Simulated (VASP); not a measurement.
# Co (P-1) in VASP: further runs

Co is run at these levels: r2SCAN; tasks: single point.

All numbers are computed with VASP 6.6.1; they aren't measurements. Logs are shortened: lines on timing, memory, paths and dates and some standing lists are left out, and cuts for length are marked.

## (1) The cell of the first run

The typed cell holds 2 atoms: a = 2.870 Å, b = 2.927 Å, c = 2.841 Å, α = 90.00°, β = 90.00°, γ = 90.00°.

## (2) Single point, r2SCAN, collinear spin, antiferromagnetic start

Input file POSCAR:

```
Co
1.0
    2.8700000000      0.0000000000      0.0000000000
    0.0000000000      2.9274000000      0.0000000000
    0.0000000000      0.0000000000      2.8413000000
Co
2
Direct
    0.0000000000      0.0000000000      0.0000000000
    0.5200000000      0.4900000000      0.5066666667
```

Input file INCAR.step1:

```
SYSTEM = Co
PREC = Accurate
ENCUT = 660
ISMEAR = -1
SIGMA = 0.1
LREAL = .False.
LASPH = .True.
NELM = 200
ISPIN = 2
MAGMOM = 2 -2
LMAXMIX = 4
NBANDS = 20
GGA = PE
ALGO = Normal
EDIFF = 1E-5
LWAVE = .True.
LCHARG = .False.
GGA_COMPAT = .False.
```

Input file INCAR.step2:

```
SYSTEM = Co
PREC = Accurate
ENCUT = 660
EDIFF = 1E-6
ISMEAR = -1
SIGMA = 0.1
LREAL = .False.
LASPH = .True.
NELM = 200
ALGO = Normal
ISIF = 2
LWAVE = .False.
LCHARG = .False.
ISPIN = 2
MAGMOM = 2 -2
LORBIT = 11
LMAXMIX = 4
METAGGA = R2SCAN
LMIXTAU = .True.
NBANDS = 20
ISTART = 1
GGA_COMPAT = .False.
```

Input file KPOINTS:

```
regular mesh
0
Gamma
  6 6 6
  0 0 0
```

Potentials or basis: VASP PAW PBE potentials, release 64 (Co).

The run is started by

```bash
$ cat potpaw_PBE.64/Co/POTCAR > POTCAR
$ cp INCAR.step1 INCAR
$ mpirun -np 1 vasp_std > vasp.out
$ cp INCAR.step2 INCAR
$ mpirun -np 1 vasp_std > vasp.out
```

OUTCAR:

```text
SYSTEM = Co
   PREC = Accurate
   ENCUT = 660
   EDIFF = 1E-6
   ISMEAR = -1
   LREAL = .False.
   LASPH = .True.
   NELM = 200
   ISIF = 2
   ISPIN = 2
   LORBIT = 11
   METAGGA = R2SCAN
   ISTART = 1

 ion  position               nearest neighbor table
   1  0.000  0.000  0.000-   2 2.43   2 2.46   2 2.47   2 2.49   2 2.50   2 2.52   2 2.53   2 2.56

   2  0.520  0.490  0.507-   1 2.43   1 2.46   1 2.47   1 2.49   1 2.50   1 2.52   1 2.53   1 2.56

  LATTYP: Found a simple orthorhombic cell.
 ALAT       =     2.8413000000
 B/A-ratio  =     1.0101010101
 C/A-ratio  =     1.0303030303

  Lattice vectors:

 A1 = (   0.0000000000,   0.0000000000,   2.8413000000)
 A2 = (   2.8700000000,   0.0000000000,   0.0000000000)
 A3 = (   0.0000000000,   2.9274000000,   0.0000000000)

Analysis of symmetry for initial positions (statically):
=====================================================================
 Subroutine PRICEL returns:
 Original cell was already a primitive cell.

 Routine SETGRP: Setting up the symmetry group for a
 simple orthorhombic supercell.

 Subroutine GETGRP returns: Found  2 space group operations
 (whereof  1 operations were pure point group operations)
 out of a pool of  8 trial point group operations.

The static configuration has the point symmetry C_1 .
 The point group associated with its full space group is S_2 .

Analysis of symmetry for dynamics (positions and initial velocities):
=====================================================================
 Subroutine PRICEL returns:
 Original cell was already a primitive cell.

 Routine SETGRP: Setting up the symmetry group for a
 simple orthorhombic supercell.

 Subroutine GETGRP returns: Found  2 space group operations
 (whereof  1 operations were pure point group operations)
 out of a pool of  8 trial point group operations.

The dynamic configuration has the point symmetry C_1 .
 The point group associated with its full space group is S_2 .

Analysis of structural, dynamic, and magnetic symmetry:
=====================================================================
 Subroutine PRICEL returns:
 Original cell was already a primitive cell.

 Routine SETGRP: Setting up the symmetry group for a
 simple orthorhombic supercell.

 Subroutine GETGRP returns: Found  2 space group operations
 (whereof  1 operations were pure point group operations)
 out of a pool of  8 trial point group operations.

The overall configuration has the point symmetry C_1 .
 The point group associated with its full space group is S_2 .

 Subroutine INISYM returns: Found  2 space group operations
 (whereof  1 operations are pure point group operations),
 and found     1 'primitive' translations

----------------------------------------------------------------------------------------

                                     Primitive cell

  volume of cell :      23.8716

  direct lattice vectors                    reciprocal lattice vectors
     2.870000000  0.000000000  0.000000000     0.348432056  0.000000000  0.000000000
     0.000000000  2.927400000  0.000000000     0.000000000  0.341600055  0.000000000
     0.000000000  0.000000000  2.841300000     0.000000000  0.000000000  0.351951571

  length of vectors
     2.870000000  2.927400000  2.841300000     0.348432056  0.341600055  0.351951571

  position of ions in fractional coordinates (direct lattice)
     0.000000000  0.000000000  0.000000000
     0.520000000  0.490000000  0.506666667

  ion indices of the primitive-cell ions
   primitive index   ion index
                 1           1
                 2           2

----------------------------------------------------------------------------------------

 KPOINTS: regular mesh

Automatic generation of k-mesh.
 Grid dimensions read from file:
 generate k-points for:    6    6    6

 Generating k-lattice:

  Cartesian coordinates                     Fractional coordinates (reciprocal lattice)
     0.058072009  0.000000000  0.000000000     0.166666667  0.000000000  0.000000000
     0.000000000  0.056933342  0.000000000     0.000000000  0.166666667  0.000000000
     0.000000000  0.000000000  0.058658595     0.000000000  0.000000000  0.166666667

  Length of vectors
     0.058072009  0.056933342  0.058658595

  Shift w.r.t. Gamma in fractional coordinates (k-lattice)
     0.000000000  0.000000000  0.000000000

 Subroutine IBZKPT returns following result:
 ===========================================

 Found    112 irreducible k-points:

 Following reciprocal coordinates:
            Coordinates               Weight
  0.000000  0.000000  0.000000      1.000000
  0.166667  0.000000  0.000000      2.000000
  0.333333  0.000000  0.000000      2.000000
  0.500000  0.000000  0.000000      1.000000
  0.000000  0.166667  0.000000      2.000000
  0.166667  0.166667  0.000000      2.000000
[... 16 lines left out ...]
 -0.166667  0.000000  0.166667      2.000000
  0.333333  0.000000  0.166667      2.000000
 [... further k-points ...]
   k-points           NKPTS =    112   k-points in BZ     NKDIM =    112   number of bands    NBANDS=     20
   number of dos      NEDOS =    301   number of ions     NIONS =      2
   total plane-waves  NPLWV =  16128
   dimension x,y,z NGX =    24 NGY =   28 NGZ =   24
   dimension x,y,z NGXF=    48 NGYF=   56 NGZF=   48
   ions per type =               2
   NGX,Y,Z   is equivalent  to a cutoff of  13.90, 15.90, 14.04 a.u.
   NGXF,Y,Z  is equivalent  to a cutoff of  27.80, 31.80, 28.09 a.u.
 SYSTEM =  Co
   PREC   = accura    normal or accurate (medium, high low for compatibility)
   ISTART =      1    job   : 0-new  1-cont  2-samecut
   ICHARG =      0    charge: 1-file 2-atom 10-const
   ISPIN  =      2    spin polarized calculation?
   LNONCOLLINEAR =      F non collinear calculations
   LSORBIT =      F    spin-orbit coupling
   LASPH  =      T    aspherical Exc in radial PAW
   ENCUT  =  660.0 eV  48.51 Ry    6.96 a.u.   6.01  6.13  5.95*2*pi/ulx,y,z
   NELM   =    200;   NELMIN=  2; NELMDL=  0     # of ELM steps
   EDIFF  = 0.1E-05   stopping-criterion for ELM
   LREAL  =      F    real-space projection
   EDIFFG = 0.1E-04   stopping-criterion for IOM
   NSW    =      0    number of steps for IOM
   IBRION =     -1    ionic relax: 0-MD 1-quasi-New 2-CG
   NFREE  =      0    steps in history (QN), initial steepest desc. (CG)
   ISIF   =      2    stress and relaxation
   ISYM   =      2    0-nonsym 1-usesym 2-fastsym
   POTIM  = 0.5000    time-step for ionic-motion
   TEBEG  =    0.0;   TEEND  =   0.0 temperature during run
   PSTRESS=    0.0 pullay stress
   NELECT =      18.0000    total number of electrons
   NUPDOWN=      -1.0000    fix difference up-down
   EMIN   =  10.00;   EMAX   =-10.00  energy-range for DOS
   EFERMI =   0.00;   METHOD = LEGACY
   ISMEAR =    -1;   SIGMA  =   0.10  broadening in eV -4-tet -1-fermi 0-gaus
   EFERMI_NEDOS =   21; number of points for ismear=-14 and -15
   IALGO  =     38    algorithm
   IMIX   =      4    mixing-type and parameters
     AMIX     =   0.40;   BMIX     =  1.00
     AMIX_MAG =   1.60;   BMIX_MAG =  1.00
  volume/ion in A,a.u.               =      11.94        80.55
  Fermi-wavevector in a.u.,A,eV,Ry     =   1.490065  2.815815 30.208944  2.220295
  Thomas-Fermi vector in A             =   2.602894
   LORBIT       =     11    0 simple, 1 ext, 2 COOP (PROOUT), +10 PAW based schemes
   METAGGA = R2SCAN    functional components
   LHFCALC =     F    Hartree Fock is set to
   AEXX    =    0.0000 exact exchange contribution
   IVDW    =     0    specifies the selected vdW correction
   LEPSILON=     F    determine dielectric tensor
   LRPA    =     F    only Hartree local field effects (RPA)
 spin polarized calculation
  energy-cutoff  :      660.00
  volume of cell :       23.87
 maximum number of plane-waves:       936
   NGX = 13   NGY = 13   NGZ = 11

 number of electron      17.9999999 magnetization      -0.0000002

 Free energy of the ion-electron system (eV)
  ---------------------------------------------------
  ext. energy  EPLUGINS =         0.00000000
  ---------------------------------------------------
  free energy    TOTEN  =       -25.16134829 eV

  energy without entropy =      -25.00298586  energy(sigma->0) =      -25.08216707

 E-fermi :   9.1314     XC(G=0): -13.9624

 val. band max:        9.1222823235   @ k =   0.0000   0.5000   0.3333
 cond. band min:       9.1340639723   @ k =   0.0000  -0.3333   0.1667
 fundamental gap:      0.0117816488
 Fermi energy:         9.1314486527

 spin component 1

 k-point     1 :       0.0000    0.0000    0.0000
  band No.  band energies     occupation
      1       0.0282      1.00000
      2       4.4087      1.00000
      3       4.5164      1.00000
      4       6.7153      1.00000
      5       6.7671      1.00000
      6       6.8943      1.00000
[... 12 lines left out ...]
     19      34.6138      0.00000
     20      34.8627      0.00000
[... 507 lines left out ...]
 k-point    24 :       0.3333    0.0000    0.1667
  band No.  band energies     occupation
      1       2.6129      1.00000
      2       4.8898      1.00000
      3       5.2556      1.00000
      4       6.3513      1.00000
      5       6.6824      1.00000
      6       6.9575      1.00000
[... 12 lines left out ...]
     19      31.1924      0.00000
     20      35.5295      0.00000

 [... further k-points ...]

 spin component 2

 k-point     1 :       0.0000    0.0000    0.0000
  band No.  band energies     occupation
      1       0.0282      1.00000
      2       4.4086      1.00000
      3       4.5163      1.00000
      4       6.7152      1.00000
      5       6.7672      1.00000
      6       6.8944      1.00000
[... 12 lines left out ...]
     19      34.6139      0.00000
     20      34.8627      0.00000
[... 507 lines left out ...]
 k-point    24 :       0.3333    0.0000    0.1667
  band No.  band energies     occupation
      1       2.6129      1.00000
      2       4.8897      1.00000
      3       5.2555      1.00000
      4       6.3512      1.00000
      5       6.6825      1.00000
      6       6.9575      1.00000
[... 12 lines left out ...]
     19      31.1923      0.00000
     20      35.5294      0.00000

 [... further k-points ...]

------------------------ aborting loop because EDIFF is reached ----------------------------------------

  FORCE on cell =-STRESS in cart. coord.  units (eV):
  Direction    XX          YY          ZZ          XY          YZ          ZX
  --------------------------------------------------------------------------------------
  -------------------------------------------------------------------------------------
  Total       -1.1880451     -1.1245176     -1.2026290     -0.0215821     -0.0074466      0.0160321
  in kB      -79.7374681    -75.4737269    -80.7162886     -1.4485177     -0.4997900      1.0760216
  external PRESSURE =     -78.6424945 kB  Pullay stress =       0.0000000 kB

 VOLUME and BASIS-vectors are now :
 -----------------------------------------------------------------------------
  energy-cutoff  :      660.00
  volume of cell :       23.87
      direct lattice vectors                 reciprocal lattice vectors
     2.870000000  0.000000000  0.000000000     0.348432056  0.000000000  0.000000000
     0.000000000  2.927400000  0.000000000     0.000000000  0.341600055  0.000000000
     0.000000000  0.000000000  2.841300000     0.000000000  0.000000000  0.351951571

 POSITION                                       TOTAL-FORCE (eV/Angst)
 -----------------------------------------------------------------------------------
      0.00000      0.00000      0.00000         0.298195     -0.149002      0.102218
      1.49240      1.43443      1.43959        -0.298195      0.149002     -0.102218
 -----------------------------------------------------------------------------------
    total drift:                               -0.000053      0.000002      0.000171

  FREE ENERGIE OF THE ION-ELECTRON SYSTEM (eV)
  ---------------------------------------------------
  free  energy   TOTEN  =       -25.1613482869 eV

  energy  without entropy=      -25.0029858567  energy(sigma->0) =      -25.08216707

 total charge

# of ion       s       p       d       tot
------------------------------------------
    1        0.478   0.501   7.164   8.143
    2        0.478   0.501   7.164   8.143
--------------------------------------------------
tot          0.957   1.002  14.328  16.286

 magnetization (x)

# of ion       s       p       d       tot
------------------------------------------
    1        0.033   0.026   1.444   1.503
    2       -0.033  -0.026  -1.444  -1.503
--------------------------------------------------
tot          0.000   0.000   0.000   0.000
```

Run time: 12 min. Hardware: 1 thread of Oxide Virtual Turin-like, shared host; peak memory 0.21 GiB.

Results:

| Item | Value |
| --- | --- |
| Free energy | -25.1613 eV |
| Pressure | -7.9 GPa |
| Largest force | 0.349 eV/Å |
| Band gap on the k mesh | zero (filled and empty bands overlap) |
| Net moment | 0.00 μB per cell |
| Site moments | Co +1.50, -1.50 μB |
| Valence electrons inside the program's atomic spheres | Co 8.14 |

Forces in eV/Å, atoms in the order of the input:
```
Co   0.298 -0.149  0.102
Co  -0.298  0.149 -0.102
```

Levels at points of the mesh, in eV from the Fermi level:
Spin up:
| k point | band 5 | band 6 | band 7 | band 8 | band 9 | band 10 | band 11 | band 12 | band 13 | band 14 |
| --- | --- | --- | --- | --- | --- | --- | --- | --- | --- | --- |
| (0.00, 0.00, 0.00) | -2.36 | -2.24 | -0.10 | -0.06 | -0.03 | -0.02 | 0.14 | 8.70 | 9.50 | 9.88 |
| (0.50, 0.00, 0.00) | -2.26 | -1.73 | -1.59 | -1.33 | -1.11 | -0.75 | -0.63 | 2.07 | 15.61 | 15.99 |
| (0.00, 0.50, 0.00) | -2.25 | -1.72 | -1.49 | -1.36 | -1.33 | -0.73 | -0.63 | 1.96 | 16.11 | 16.36 |
| (0.50, 0.50, 0.00) | -2.35 | -1.78 | -0.27 | -0.22 | 0.11 | 0.16 | 0.52 | 1.58 | 6.13 | 6.58 |
| (0.00, 0.00, 0.50) | -2.32 | -1.80 | -1.48 | -1.37 | -0.98 | -0.82 | -0.56 | 2.12 | 15.81 | 16.03 |
| (0.50, 0.00, 0.50) | -2.15 | -1.66 | 0.00 | 0.01 | 0.10 | 0.13 | 0.79 | 1.55 | 6.46 | 6.93 |
| (0.00, 0.50, 0.50) | -2.31 | -1.72 | -0.18 | -0.14 | 0.08 | 0.16 | 0.59 | 1.57 | 6.25 | 6.71 |
| (0.50, 0.50, 0.50) | -2.92 | -2.91 | -2.33 | -2.12 | 1.58 | 1.63 | 7.59 | 7.65 | 7.84 | 7.94 |
Spin down:
| k point | band 7 | band 8 | band 9 | band 10 | band 11 | band 12 |
| --- | --- | --- | --- | --- | --- | --- |
| (0.00, 0.00, 0.00) | -0.10 | -0.06 | -0.03 | -0.02 | 0.14 | 8.70 |
| (0.50, 0.00, 0.00) | -1.59 | -1.33 | -1.11 | -0.75 | -0.63 | 2.07 |
| (0.00, 0.50, 0.00) | -1.49 | -1.36 | -1.33 | -0.73 | -0.63 | 1.96 |
| (0.50, 0.50, 0.00) | -0.27 | -0.22 | 0.11 | 0.16 | 0.52 | 1.58 |
| (0.00, 0.00, 0.50) | -1.48 | -1.37 | -0.98 | -0.82 | -0.56 | 2.12 |
| (0.50, 0.00, 0.50) | 0.00 | 0.01 | 0.10 | 0.13 | 0.79 | 1.55 |
| (0.00, 0.50, 0.50) | -0.18 | -0.14 | 0.08 | 0.16 | 0.59 | 1.57 |
| (0.50, 0.50, 0.50) | -2.33 | -2.12 | 1.58 | 1.63 | 7.59 | 7.65 |

Caveat: the k points lie up to 0.37 Å⁻¹ apart, too coarse for converged energies and pressures of a metal; the antiferromagnetic order is the one typed at the start, and another may lie lower; the PAW data sets were made with another functional, which shifts forces and pressure a little.

## (3) Single point, r2SCAN, collinear spin, antiferromagnetic start

POSCAR is that of step 2.

Input file INCAR.step1:

```
  ALGO = Normal
  EDIFF = 1E-5
  ENCUT = 660
  GGA = PE
  GGA_COMPAT = False
  ISMEAR = -1
  ISPIN = 2
  LASPH = True
  LCHARG = False
  LMAXMIX = 4
  LREAL = False
  LWAVE = True
  MAGMOM = 2 -2
  NBANDS = 20
  NELM = 200
  PREC = Accurate
  SIGMA = 0.1
```

Input file INCAR.step2:

```
  ALGO = Normal
  EDIFF = 1E-6
  ENCUT = 660
  GGA_COMPAT = False
  ISIF = 2
  ISMEAR = -1
  ISPIN = 2
  ISTART = 1
  LASPH = True
  LCHARG = False
  LMAXMIX = 4
  LMIXTAU = True
  LORBIT = 11
  LREAL = False
  LWAVE = False
  MAGMOM = 2 -2
  METAGGA = R2SCAN
  NBANDS = 20
  NELM = 200
  PREC = Accurate
  SIGMA = 0.1
```

Input file KPOINTS:

```
k-points
0
Gamma
  6 6 6
```

Potentials or basis: VASP PAW PBE potentials, release 64 (Co).

The run is started by

```bash
$ cat potpaw_PBE.64/Co/POTCAR > POTCAR
$ cp INCAR.step1 INCAR
$ mpirun -np 1 vasp_std > vasp.out
$ cp INCAR.step2 INCAR
$ mpirun -np 1 vasp_std > vasp.out
```

Wall time 14 min (1 thread of Oxide Virtual Turin-like, shared host); peak memory 0.21 GiB.

It converged, with:

```yaml
Free_energy: -25.1613 eV
Pressure: -7.9 GPa
Largest_force: 0.349 eV/Å
Band_gap_on_the_k_mesh: zero (filled and empty bands overlap)
Net_moment: 0.00 μB per cell
Site_moments: Co +1.50, -1.50 μB
Valence_electrons_inside_the_program's_atomic_spheres: Co 8.14
```

Forces on the atoms (eV/Å):
```
Co   0.298 -0.149  0.102
Co  -0.298  0.149 -0.102
```

Stress tensor (GPa, compression positive):
```
-7.97 -0.14  0.11
-0.14 -7.55 -0.05
 0.11 -0.05 -8.07
```

Levels at points of the mesh, in eV from the Fermi level:
Spin up:
```
           k point  band 7  band 8  band 9  band 10  band 11  band 12
(0.00, 0.00, 0.00)   -0.10   -0.06   -0.03    -0.02     0.14     8.70
(0.50, 0.00, 0.00)   -1.59   -1.33   -1.11    -0.75    -0.63     2.07
(0.00, 0.50, 0.00)   -1.49   -1.36   -1.33    -0.73    -0.63     1.96
(0.50, 0.50, 0.00)   -0.27   -0.22    0.11     0.16     0.52     1.58
(0.00, 0.00, 0.50)   -1.48   -1.37   -0.98    -0.82    -0.56     2.12
(0.50, 0.00, 0.50)    0.00    0.01    0.10     0.13     0.79     1.55
(0.00, 0.50, 0.50)   -0.18   -0.14    0.08     0.16     0.59     1.57
(0.50, 0.50, 0.50)   -2.33   -2.12    1.58     1.63     7.59     7.65
```
Spin down:
| k point | band 5 | band 6 | band 7 | band 8 | band 9 | band 10 | band 11 | band 12 | band 13 | band 14 |
| --- | --- | --- | --- | --- | --- | --- | --- | --- | --- | --- |
| (0.00, 0.00, 0.00) | -2.36 | -2.24 | -0.10 | -0.06 | -0.03 | -0.02 | 0.14 | 8.70 | 9.50 | 9.88 |
| (0.50, 0.00, 0.00) | -2.26 | -1.73 | -1.59 | -1.33 | -1.11 | -0.75 | -0.63 | 2.07 | 15.61 | 15.99 |
| (0.00, 0.50, 0.00) | -2.25 | -1.72 | -1.49 | -1.36 | -1.33 | -0.73 | -0.63 | 1.96 | 16.11 | 16.36 |
| (0.50, 0.50, 0.00) | -2.35 | -1.78 | -0.27 | -0.22 | 0.11 | 0.16 | 0.52 | 1.58 | 6.13 | 6.58 |
| (0.00, 0.00, 0.50) | -2.32 | -1.80 | -1.48 | -1.37 | -0.98 | -0.82 | -0.56 | 2.12 | 15.81 | 16.03 |
| (0.50, 0.00, 0.50) | -2.15 | -1.66 | 0.00 | 0.01 | 0.10 | 0.13 | 0.79 | 1.55 | 6.46 | 6.93 |
| (0.00, 0.50, 0.50) | -2.31 | -1.72 | -0.18 | -0.14 | 0.08 | 0.16 | 0.59 | 1.57 | 6.25 | 6.71 |
| (0.50, 0.50, 0.50) | -2.92 | -2.91 | -2.33 | -2.12 | 1.58 | 1.63 | 7.59 | 7.65 | 7.84 | 7.94 |

Caveat: the k points lie up to 0.37 Å⁻¹ apart, too coarse for converged energies and pressures of a metal; the antiferromagnetic order is the one typed at the start, and another may lie lower; the PAW data sets were made with another functional, which shifts forces and pressure a little.
